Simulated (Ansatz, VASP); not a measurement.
# One calculation of TeRu, two programs

```
Ru Te
1.0
     0.00000    2.77235    2.77235
     2.77235    0.00000    2.77235
     2.77235    2.77235    0.00000
Ru Te
1 1
Direct
  0.50000 0.50000 0.50000
  0.00000 0.00000 0.00000
```

Alike in both runs: task single point; functional r2SCAN; k mesh 12 × 12 × 12; occupations gaussian, width 0.05 eV; no spin polarisation.

|  | VASP | Ansatz |
| --- | --- | --- |
| version | VASP 6.6.1 | Ansatz 0.2.0 |
| potentials or method | VASP PAW PBE potentials, release 64 (Ru_pv, Te), cutoff 520 eV | scalar-relativistic, plane waves, PAW |
| valence electrons in the cell | 20 | 32 |

```csv
,VASP,Ansatz,Ansatz less VASP
gap on the k mesh at the Fermi level (eV),none,none,-
pressure (GPa),-7.4,-7.4,0.00
```

VASP's potentials were made for PBE, not for r2SCAN. A gap of «none» marks a metal or a gap that the smearing closes. VASP's potentials hold 20 valence electrons a cell and Ansatz's 32, so a difference there can come from the potentials and not from the codes.

Spin-orbit coupling is off throughout.
